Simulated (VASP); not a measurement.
# BeTe3: single point with PBE

Crystal: BeTe3.

```
Be Te
1.0
    -3.03876    3.03876    3.03876
     3.03876   -3.03876    3.03876
     3.03876    3.03876   -3.03876
Be Te
1 3
Direct
  0.00000 0.00000 0.00000
  0.00000 0.50000 0.50000
  0.50000 0.00000 0.50000
  0.50000 0.50000 0.00000
```

- Program: VASP 6.6.1
- Task: single point
- Functional: PBE
- Potentials or basis: VASP PAW PBE potentials, release 64 (Be, Te)
- Cutoff: 520 eV
- k mesh: 4 × 4 × 4
- Occupations: gaussian, width 0.1 eV
- Spin: no spin polarisation

```yaml
Pressure: -1.9 GPa
Band_gap_on_the_k_mesh: zero (band 10 reaches 6.90 eV, above the bottom of band 11 at 4.83 eV)
```

Levels at points of the mesh, in eV from the Fermi level:
```csv
k point,band 8,band 9,band 10,band 11,band 12,band 13
"(0.00, 0.00, 0.00)",-3.49,-3.49,-2.00,1.77,1.77,1.77
"(0.50, 0.00, 0.00)",-2.51,-2.39,-2.02,-1.20,1.54,1.89
"(0.50, 0.50, 0.50)",-2.50,-2.50,-1.57,2.89,2.89,2.89
```

Run time: 9.1 s on 1 thread of Intel(R) Xeon(R) 6975P-C (Granite Rapids), on a shared host, peak memory 0.23 GiB.

Caveat: the k points lie up to 0.37 Å⁻¹ apart; spin-orbit coupling is left out, which moves the levels of the heavy elements.
